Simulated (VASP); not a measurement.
# LiBe (P4/mmm) in VASP: notebook

LiBe is run at these levels: PBE; tasks: relaxation of cell and atoms.

Everything below comes from runs of VASP 6.6.1. Logs are shortened: lines on timing, memory, paths and dates and some standing lists are left out, and cuts for length are marked.

## 1. The cell of the first run

The structure is tetragonal, space group P4/mmm (No. 123). The conventional cell has a = 2.610 Å, b = 2.610 Å, c = 3.523 Å, α = 90.00°, β = 90.00°, γ = 90.00°. Li (site symmetry 4/mmm) has 8 Be at 2.55 Å and 10 Li at 2.61 to 3.69 Å within 3.7 Å. Within 3.7 Å of Be (site symmetry 4/mmm) lie 8 Li at 2.55 Å and 10 Be at 2.61 to 3.69 Å.

## 2. Relaxation of cell and atoms, PBE

Contents of INCAR:

```
  PREC = Accurate
  ENCUT = 600
  EDIFF = 1E-7
  ISMEAR = -1
  SIGMA = 0.1
  LREAL = F
  LASPH = T
  NELM = 80
  ALGO = Normal
  ISIF = 3
  LWAVE = F
  LCHARG = F
  GGA = PE
  IBRION = 2
  NSW = 80
  EDIFFG = -0.03
```

Contents of KPOINTS:

```
regular mesh
0
Gamma
  18 18 13
```

Contents of POSCAR:

```
LiBe
1.0
    2.6100000000      0.0000000000      0.0000000000
    0.0000000000      2.6100000000      0.0000000000
    0.0000000000      0.0000000000      3.5235000000
Li Be
1 1
Direct
    0.0000000000      0.0000000000      0.0000000000
    0.5000000000      0.5000000000      0.5000000000
```

Potentials or basis: VASP PAW PBE potentials, release 64 (Li_sv, Be).

Run with:

```sh
$ cat potpaw_PBE.64/Li_sv/POTCAR potpaw_PBE.64/Be/POTCAR > POTCAR
$ mpirun -np 1 vasp_std > vasp.out
```

OUTCAR:

```text
PREC = Accurate
   ENCUT = 600
   EDIFF = 1E-7
   ISMEAR = -1
   LREAL = F
   LASPH = T
   NELM = 80
   ISIF = 3
   GGA = PE
   IBRION = 2
   NSW = 80
   EDIFFG = -0.03

 ion  position               nearest neighbor table
   1  0.000  0.000  0.000-
   2  0.500  0.500  0.500-

  LATTYP: Found a simple tetragonal cell.
 ALAT       =     2.6100000000
 C/A-ratio  =     1.3500000000

  Lattice vectors:

 A1 = (   2.6100000000,   0.0000000000,   0.0000000000)
 A2 = (   0.0000000000,   2.6100000000,   0.0000000000)
 A3 = (   0.0000000000,   0.0000000000,   3.5235000000)

Analysis of symmetry for initial positions (statically):
=====================================================================
 Subroutine PRICEL returns:
 Original cell was already a primitive cell.

 Routine SETGRP: Setting up the symmetry group for a
 simple tetragonal supercell.

 Subroutine GETGRP returns: Found 16 space group operations
 (whereof 16 operations were pure point group operations)
 out of a pool of 16 trial point group operations.

The static configuration has the point symmetry D_4h.

Analysis of symmetry for dynamics (positions and initial velocities):
=====================================================================
 Subroutine PRICEL returns:
 Original cell was already a primitive cell.

 Routine SETGRP: Setting up the symmetry group for a
 simple tetragonal supercell.

 Subroutine GETGRP returns: Found 16 space group operations
 (whereof 16 operations were pure point group operations)
 out of a pool of 16 trial point group operations.

The dynamic configuration has the point symmetry D_4h.

 Subroutine INISYM returns: Found 16 space group operations
 (whereof 16 operations are pure point group operations),
 and found     1 'primitive' translations

----------------------------------------------------------------------------------------

                                     Primitive cell

  volume of cell :      24.0024

  direct lattice vectors                    reciprocal lattice vectors
     2.610000000  0.000000000  0.000000000     0.383141762  0.000000000  0.000000000
     0.000000000  2.610000000  0.000000000     0.000000000  0.383141762  0.000000000
     0.000000000  0.000000000  3.523500000     0.000000000  0.000000000  0.283808713

  length of vectors
     2.610000000  2.610000000  3.523500000     0.383141762  0.383141762  0.283808713

  position of ions in fractional coordinates (direct lattice)
     0.000000000  0.000000000  0.000000000
     0.500000000  0.500000000  0.500000000

  ion indices of the primitive-cell ions
   primitive index   ion index
                 1           1
                 2           2

----------------------------------------------------------------------------------------

 KPOINTS: regular mesh

Automatic generation of k-mesh.
 Grid dimensions read from file:
 generate k-points for:   18   18   13

 Generating k-lattice:

  Cartesian coordinates                     Fractional coordinates (reciprocal lattice)
     0.021285653  0.000000000  0.000000000     0.055555556  0.000000000  0.000000000
     0.000000000  0.021285653  0.000000000     0.000000000  0.055555556  0.000000000
     0.000000000  0.000000000  0.021831439     0.000000000  0.000000000  0.076923077

  Length of vectors
     0.021285653  0.021285653  0.021831439

  Shift w.r.t. Gamma in fractional coordinates (k-lattice)
     0.000000000  0.000000000  0.000000000

 Subroutine IBZKPT returns following result:
 ===========================================

 Found    385 irreducible k-points:

 Following reciprocal coordinates:
            Coordinates               Weight
  0.000000  0.000000  0.000000      1.000000
  0.055556  0.000000  0.000000      4.000000
  0.111111  0.000000  0.000000      4.000000
  0.166667  0.000000  0.000000      4.000000
  0.222222  0.000000  0.000000      4.000000
  0.277778  0.000000  0.000000      4.000000
[... 16 lines left out ...]
  0.277778  0.111111  0.000000      8.000000
  0.333333  0.111111  0.000000      8.000000
 [... further k-points ...]
[... 42 lines left out ...]
  ext. energy  EPLUGINS =         0.00000000
  ---------------------------------------------------
  free energy    TOTEN  =        -4.95952073 eV

  energy without entropy =       -4.93854385  energy(sigma->0) =       -4.94903229

------------------------ aborting loop because EDIFF is reached ----------------------------------------

  FORCE on cell =-STRESS in cart. coord.  units (eV):
  Direction    XX          YY          ZZ          XY          YZ          ZX
  --------------------------------------------------------------------------------------
  -------------------------------------------------------------------------------------
  Total       -0.5404468     -0.5404468     -0.1750852      0.0000000      0.0000000      0.0000000
  in kB      -36.0751584    -36.0751584    -11.6870469      0.0000000      0.0000000      0.0000000
  external PRESSURE =     -27.9457879 kB  Pullay stress =       0.0000000 kB
[... 89 lines left out ...]
  FREE ENERGIE OF THE ION-ELECTRON SYSTEM (eV)
  ---------------------------------------------------
  free  energy   TOTEN  =        -4.9788441498 eV

  energy  without entropy=       -4.9585914308  energy(sigma->0) =       -4.96871779

[... ionic steps 4 to 11 ...]

--------------------------------------- Ionic step       12  -------------------------------------------

 number of electron       4.9999994 magnetization

------------------------ aborting loop because EDIFF is reached ----------------------------------------

  FORCE on cell =-STRESS in cart. coord.  units (eV):
  Direction    XX          YY          ZZ          XY          YZ          ZX
  --------------------------------------------------------------------------------------
  -------------------------------------------------------------------------------------
  Total        0.1064709      0.1064709     -0.2915091      0.0000000      0.0000000      0.0000000
  in kB        7.6999714      7.6999714    -21.0819208      0.0000000      0.0000000      0.0000000
  external PRESSURE =      -1.8939927 kB  Pullay stress =       0.0000000 kB
[... 57 lines left out ...]
  energy  without entropy=       -5.0475379735  energy(sigma->0) =       -5.05648980

--------------------------------------- Ionic step       14  -------------------------------------------

 number of electron       4.9999990 magnetization

 Free energy of the ion-electron system (eV)
  ---------------------------------------------------
  ext. energy  EPLUGINS =         0.00000000
  ---------------------------------------------------
  free energy    TOTEN  =        -5.06705240 eV

  energy without entropy =       -5.04896637  energy(sigma->0) =       -5.05800939

 E-fermi :   3.1772     XC(G=0):  -9.1494

 val. band max:        3.1593396792   @ k =   0.3889   0.2222   0.4615
 cond. band min:       3.1787951111   @ k =   0.3333   0.2778   0.4615
 fundamental gap:      0.0194554319
 Fermi energy:         3.1772243549

 k-point     1 :       0.0000    0.0000    0.0000
  band No.  band energies     occupation
      1     -42.1836      2.00000
      2      -3.8605      2.00000
      3       1.5888      2.00000
      4       7.0180      0.00000
      5      15.8842      0.00000
      6      15.8842      0.00000

 k-point     2 :       0.0556    0.0000    0.0000
  band No.  band energies     occupation
      1     -42.1804      2.00000
      2      -3.7986      2.00000
      3       1.6718      2.00000
      4       7.0145      0.00000
      5      15.1253      0.00000
      6      15.9518      0.00000
[... 190 lines left out ...]
 k-point    24 :       0.3333    0.1111    0.0000
  band No.  band energies     occupation
      1     -42.0935      2.00000
      2      -1.3755      2.00000
      3       4.8591      0.00000
      4       4.9478      0.00000
      5       9.8552      0.00000
      6      13.9400      0.00000

 [... further k-points ...]

------------------------ aborting loop because EDIFF is reached ----------------------------------------

  FORCE on cell =-STRESS in cart. coord.  units (eV):
  Direction    XX          YY          ZZ          XY          YZ          ZX
  --------------------------------------------------------------------------------------
  -------------------------------------------------------------------------------------
  Total        0.0396617      0.0396617     -0.0068050      0.0000000      0.0000000     -0.0000000
  in kB        2.8833631      2.8833631     -0.4947157      0.0000000      0.0000000     -0.0000000
  external PRESSURE =       1.7573368 kB  Pullay stress =       0.0000000 kB
[... 17 lines left out ...]
  FREE ENERGIE OF THE ION-ELECTRON SYSTEM (eV)
  ---------------------------------------------------
  free  energy   TOTEN  =        -5.0670523959 eV

  energy  without entropy=       -5.0489663742  energy(sigma->0) =       -5.05800939

 reached required accuracy - stopping structural energy minimisation
```

Wall time 11 min (1 thread of Intel Xeon 8259CL, shared host); peak memory 0.21 GiB.

What came out:

- Free energy: -5.0671 eV
- Relaxed volume: 11.02 Å³/atom
- Relaxed cell: a = 2.326 Å, b = 2.326 Å, c = 4.075 Å, α = 90.00°, β = 90.00°, γ = 90.00°
- Space group after relaxing (to 0.1 Å): P4/mmm (No. 123)
- Energy gained by relaxing: 53.8 meV/atom
- Ionic steps: 14
- Pressure after relaxing: 0.2 GPa
- Band gap on the k mesh: zero (an odd number of electrons rules out a gap without spin polarisation)

Stress tensor (GPa, compression positive):
```
 0.29  0.00  0.00
 0.00  0.29  0.00
 0.00  0.00 -0.05
```

Step by step:
```tsv
step	energy change (eV)	largest force (eV/Å)	pressure (GPa)	volume (Å³)
1	0.0000	0.0000	-2.79	24.00
2	-0.0121	0.0000	-1.58	23.28
3	-0.0193	0.0000	0.29	22.35
4	-0.0195	0.0000	0.63	22.20
5	-0.0244	0.0000	0.71	22.16
6	-0.0415	0.0000	0.98	22.02
7	-0.0868	0.0000	1.53	21.65
8	-0.0142	0.0000	4.06	20.53
9	-0.1002	0.0000	1.85	21.43
10	-0.1010	0.0000	2.24	21.22
11	-0.1023	0.0000	2.09	21.30
12	-0.1042	0.0000	-0.19	22.15
13	-0.1059	0.0000	0.71	21.80
14	-0.1075	0.0000	0.18	22.04
```

Final structure:
```cif
data_structure
_symmetry_space_group_name_H-M 'P 1'
_symmetry_Int_Tables_number 1
_cell_length_a 2.3255
_cell_length_b 2.3255
_cell_length_c 4.0752
_cell_angle_alpha 90.000
_cell_angle_beta 90.000
_cell_angle_gamma 90.000
_cell_volume 22.04
loop_
_atom_site_label
_atom_site_type_symbol
_atom_site_fract_x
_atom_site_fract_y
_atom_site_fract_z
_atom_site_occupancy
Li1 Li 0.00000 0.00000 0.00000 1
Be1 Be 0.50000 0.50000 0.50000 1
```

Caveat: the cutoff is under 1.25 times the usual one of these potentials, so pressure, stress and relaxed cells hold a basis-set (Pulay) error; a cell axis changed by over 15 % at a fixed basis, so the end point is rough.

## 3. Relaxation of cell and atoms, PBE, target pressure 10 GPa, at which the enthalpy is minimised

Contents of INCAR:

```
SYSTEM = LiBe
PREC = Accurate ; ENCUT = 600
EDIFF = 1E-6 ; ISMEAR = -1
SIGMA = 0.1 ; LREAL = .FALSE.
LASPH = .TRUE. ; NELM = 60
ALGO = Normal ; ISIF = 3
LWAVE = .FALSE. ; LCHARG = .FALSE.
GGA = PE ; IBRION = 2
NSW = 80 ; EDIFFG = -0.03
PSTRESS = 100.0
```

Contents of KPOINTS:

```
regular mesh
0
G
  18 18 13
  0 0 0
```

POSCAR is that of step 2.

Potentials or basis: VASP PAW PBE potentials, release 64 (Li_sv, Be).

Run with:

```sh
$ cat potpaw_PBE.64/Li_sv/POTCAR potpaw_PBE.64/Be/POTCAR > POTCAR
$ mpirun -np 1 vasp_std > vasp.out
```

It took 8.5 min on 1 thread of Intel Xeon 8259CL, shared host; peak memory 0.21 GiB.

It converged, with:

| Quantity | Value |
| --- | --- |
| Free energy | -4.9810 eV |
| Relaxed volume | 9.51 Å³/atom |
| Relaxed cell | a = 2.210 Å, b = 2.210 Å, c = 3.895 Å, α = 90.00°, β = 90.00°, γ = 90.00° |
| Space group after relaxing (to 0.1 Å) | P4/mmm (No. 123) |
| Energy change on relaxing (the run minimises the enthalpy) | -10.8 meV/atom |
| Ionic steps | 16 |
| Pressure after relaxing | 10.0 GPa |
| Band gap on the k mesh | zero (an odd number of electrons rules out a gap without spin polarisation) |

Step by step:
```csv
step,energy change (eV),largest force (eV/Å),pressure (GPa),volume (Å³)
1,0.0000,0.0000,-2.79,24.00
2,0.0044,0.0000,4.24,20.83
3,0.0608,0.0000,9.21,19.42
4,0.0748,0.0000,10.19,19.19
5,0.0693,0.0000,9.78,19.28
6,0.0667,0.0000,9.82,19.27
7,0.0579,0.0000,9.90,19.25
8,0.0351,0.0000,10.10,19.18
9,-0.0085,0.0000,10.70,18.89
10,0.3440,0.0000,16.25,17.84
11,-0.0081,0.0000,10.88,18.83
12,-0.0058,0.0000,11.03,18.78
13,-0.0581,0.0000,6.49,19.85
14,-0.0166,0.0000,10.27,18.95
15,-0.0273,0.0000,9.55,19.13
16,-0.0215,0.0000,9.96,19.02
```

Final structure:
```
CELL_PARAMETERS angstrom
2.21015 0.00000 0.00000
0.00000 2.21015 0.00000
0.00000 0.00000 3.89457
ATOMIC_POSITIONS crystal
Li 0.00000 0.00000 0.00000
Be 0.50000 0.50000 0.50000
```

Levels at points of the mesh, in eV from the Fermi level:
```
           k point  band 1  band 2  band 3  band 4  band 5  band 6
(0.00, 0.00, 0.00)  -45.24   -7.44   -1.89    4.50   14.31   19.93
(0.50, 0.00, 0.00)  -45.08   -2.51   -1.87    4.52    6.85    8.15
(0.50, 0.50, 0.00)  -44.93    1.76    1.76    7.21    8.54   10.38
```

Caveat: the cutoff is under 1.25 times the usual one of these potentials, so pressure, stress and relaxed cells hold a basis-set (Pulay) error; the cell is relaxed towards a set pressure, so the run minimises the enthalpy, not the energy; the volume moved by over 15 % at a fixed basis, so the end points are rough.

## 4. Relaxation of cell and atoms, PBE, target pressure 20 GPa, at which the enthalpy is minimised

Contents of INCAR:

```
SYSTEM = LiBe
PREC = Accurate
ENCUT = 600
EDIFF = 1E-6
ISMEAR = -1
SIGMA = 0.1
LREAL = .False.
LASPH = .True.
NELM = 60
ALGO = Normal
ISIF = 3
LWAVE = .False.
LCHARG = .False.
GGA = PE
IBRION = 2
NSW = 80
EDIFFG = -0.03
PSTRESS = 200.0
```

Contents of KPOINTS:

```
regular mesh
0
Gamma
  18 18 13
  0 0 0
```

POSCAR is that of step 3.

Run with:

```sh
$ cat potpaw_PBE.64/Li_sv/POTCAR potpaw_PBE.64/Be/POTCAR > POTCAR
$ mpirun -np 1 vasp_std > vasp.out
```

Wall time 9 min (1 thread of Intel Xeon 8259CL, shared host); peak memory 0.21 GiB.

The run converged. Its results:

```yaml
Free_energy: -4.8102 eV
Relaxed_volume: 8.58 Å³/atom
Relaxed_cell: a = 2.132 Å, b = 2.132 Å, c = 3.775 Å, α = 90.00°, β = 90.00°, γ = 90.00°
Space_group_after_relaxing_to_0.1_Å: P4/mmm (No. 123)
Energy_change_on_relaxing_the_run_minimises_the_enthalpy: +74.6 meV/atom
Ionic_steps: 17
Pressure_after_relaxing: 20.0 GPa
Band_gap_on_the_k_mesh: zero (an odd number of electrons rules out a gap without spin polarisation)
```

The path:
| step | energy change (eV) | largest force (eV/Å) | pressure (GPa) | volume (Å³) |
| --- | --- | --- | --- | --- |
| 1 | 0.0000 | 0.0000 | -2.79 | 24.00 |
| 2 | 0.1225 | 0.0000 | 13.14 | 18.55 |
| 3 | 0.2281 | 0.0000 | 19.10 | 17.48 |
| 4 | 0.2474 | 0.0000 | 20.12 | 17.32 |
| 5 | 0.2451 | 0.0000 | 20.12 | 17.32 |
| 6 | 0.2374 | 0.0000 | 20.18 | 17.32 |
| 7 | 0.2185 | 0.0000 | 20.36 | 17.27 |
| 8 | 0.1750 | 0.0000 | 20.88 | 17.09 |
| 9 | 0.4184 | 0.0000 | 25.88 | 16.34 |
| 10 | 0.1734 | 0.0000 | 21.23 | 16.99 |
| 11 | 0.1819 | 0.0000 | 21.66 | 16.91 |
| 12 | 0.1792 | 0.0000 | 21.55 | 16.92 |
| 13 | 0.0805 | 0.0000 | 15.74 | 17.83 |
| 14 | 0.1568 | 0.0000 | 20.36 | 17.10 |
| 15 | 0.1576 | 0.0000 | 20.37 | 17.09 |
| 16 | 0.1430 | 0.0000 | 19.69 | 17.21 |
| 17 | 0.1493 | 0.0000 | 20.00 | 17.16 |

Final structure:
```
Li Be
1.0
     2.13175    0.00000    0.00000
     0.00000    2.13175    0.00000
     0.00000    0.00000    3.77503
Li Be
1 1
Direct
  0.00000 0.00000 0.00000
  0.50000 0.50000 0.50000
```

Levels at points of the mesh, in eV from the Fermi level:
| k point | band 1 | band 2 | band 3 | band 4 | band 5 | band 6 |
| --- | --- | --- | --- | --- | --- | --- |
| (0.00, 0.00, 0.00) | -45.22 | -7.70 | -2.13 | 5.03 | 15.56 | 15.56 |
| (0.50, 0.00, 0.00) | -44.99 | -2.68 | -1.88 | 4.83 | 7.19 | 8.96 |
| (0.50, 0.50, 0.00) | -44.79 | 1.92 | 1.92 | 7.96 | 9.08 | 11.10 |

Caveat: the cutoff is under 1.25 times the usual one of these potentials, so pressure, stress and relaxed cells hold a basis-set (Pulay) error; the cell is relaxed towards a set pressure, so the run minimises the enthalpy, not the energy; the volume moved by over 15 % at a fixed basis, so the end points are rough.

## 5. Relaxation of cell and atoms, PBE, target pressure 30 GPa, at which the enthalpy is minimised

Contents of INCAR:

```
SYSTEM = LiBe
PREC = Accurate
ENCUT = 600
EDIFF = 1E-6
ISMEAR = -1
SIGMA = 0.1
LREAL = .FALSE.
LASPH = .TRUE.
NELM = 100
ALGO = Normal
ISIF = 3
LWAVE = .FALSE.
LCHARG = .FALSE.
GGA = PE
IBRION = 2
NSW = 80
EDIFFG = -0.03
PSTRESS = 300.0
```

Contents of KPOINTS:

```
regular mesh
0
G
  18 18 13
  0 0 0
```

POSCAR is that of step 4.

Run with:

```sh
$ cat potpaw_PBE.64/Li_sv/POTCAR potpaw_PBE.64/Be/POTCAR > POTCAR
$ mpirun -np 1 vasp_std > vasp.out
```

It took 11 min on 1 thread of Intel Xeon 8259CL, shared host; peak memory 0.21 GiB.

The run converged. Its results:

- Free energy: -4.6085 eV
- Relaxed volume: 7.92 Å³/atom
- Relaxed cell: a = 2.075 Å, b = 2.075 Å, c = 3.682 Å, α = 90.00°, β = 90.00°, γ = 90.00°
- Space group after relaxing (to 0.1 Å): P4/mmm (No. 123)
- Energy change on relaxing (the run minimises the enthalpy): +175.5 meV/atom
- Ionic steps: 22
- Pressure after relaxing: 30.0 GPa
- Band gap on the k mesh: zero (an odd number of electrons rules out a gap without spin polarisation)

Stress tensor (GPa, compression positive):
```
29.88  0.00  0.00
 0.00 29.88  0.00
 0.00  0.00 30.26
```

The path:
| step | energy change (eV) | largest force (eV/Å) | pressure (GPa) | volume (Å³) |
| --- | --- | --- | --- | --- |
| 1 | 0.0000 | 0.0000 | -2.79 | 24.00 |
| 2 | 0.3759 | 0.0000 | 26.50 | 16.44 |
| 3 | 0.4418 | 0.0000 | 29.67 | 16.06 |
| 4 | 0.4678 | 0.0000 | 30.90 | 15.93 |
| 5 | 0.4459 | 0.0000 | 29.95 | 16.03 |
| 6 | 0.3828 | 0.0000 | 27.33 | 16.34 |
| 7 | 0.2675 | 0.0000 | 22.56 | 16.95 |
| 8 | 0.3143 | 0.0000 | 24.49 | 16.70 |
| 9 | 0.3122 | 0.0000 | 24.42 | 16.71 |
| 10 | 0.3058 | 0.0000 | 24.20 | 16.74 |
| 11 | 0.2929 | 0.0000 | 23.77 | 16.79 |
| 12 | 0.2663 | 0.0000 | 22.93 | 16.89 |
| 13 | 0.2130 | 0.0000 | 21.35 | 17.09 |
| 14 | 0.1258 | 0.0000 | 18.55 | 17.42 |
| 15 | 0.1230 | 0.0000 | 18.59 | 17.40 |
| 16 | 0.1238 | 0.0000 | 18.67 | 17.37 |
| 17 | 0.1410 | 0.0000 | 18.99 | 17.29 |
| 18 | 0.1263 | 0.0000 | 18.73 | 17.35 |
| 19 | 0.1437 | 0.0000 | 19.66 | 17.20 |
| 20 | 0.2002 | 0.0000 | 22.61 | 16.77 |
| 21 | 0.3353 | 0.0000 | 29.26 | 15.93 |
| 22 | 0.3510 | 0.0000 | 30.01 | 15.85 |

Final structure:
```
CELL_PARAMETERS angstrom
2.07471 0.00000 0.00000
0.00000 2.07471 0.00000
0.00000 0.00000 3.68209
ATOMIC_POSITIONS crystal
Li 0.00000 0.00000 0.00000
Be 0.50000 0.50000 0.50000
```

Levels at points of the mesh, in eV from the Fermi level:
```tsv
k point	band 1	band 2	band 3	band 4	band 5	band 6
(0.00, 0.00, 0.00)	-45.22	-7.89	-2.31	5.49	16.55	16.55
(0.50, 0.00, 0.00)	-44.94	-2.81	-1.90	5.09	7.47	9.65
(0.50, 0.50, 0.00)	-44.69	2.05	2.05	8.53	9.51	11.16
```

Caveat: the cutoff is under 1.25 times the usual one of these potentials, so pressure, stress and relaxed cells hold a basis-set (Pulay) error; the cell is relaxed towards a set pressure, so the run minimises the enthalpy, not the energy; the volume moved by over 15 % at a fixed basis, so the end points are rough.

## 6. Summary

```tsv
cell	gap on the mesh (eV)	pressure (GPa)
relaxed	none	0.2
relaxed to 10 GPa	none	10.0
relaxed to 20 GPa	none	20.0
relaxed to 30 GPa	none	30.0
```

Alike in all rows: task relaxation of cell and atoms; level PBE; potentials or basis VASP PAW PBE potentials, release 64 (Li_sv, Be); no spin polarisation; k mesh 18 × 18 × 13; cutoff (eV) 600; smearing fermi-dirac 0.1 eV.

Caveats: the cutoff is under 1.25 times the usual one of these potentials, so pressure, stress and relaxed cells hold a basis-set (Pulay) error; the cell is relaxed towards a set pressure, so the run minimises the enthalpy, not the energy (at least some runs); the volume moved by over 15 % at a fixed basis, so the end points are rough (at least some runs); a cell axis changed by over 15 % at a fixed basis, so the end point is rough (at least some runs).

Absolute energies hang on the potentials; compare differences alone.
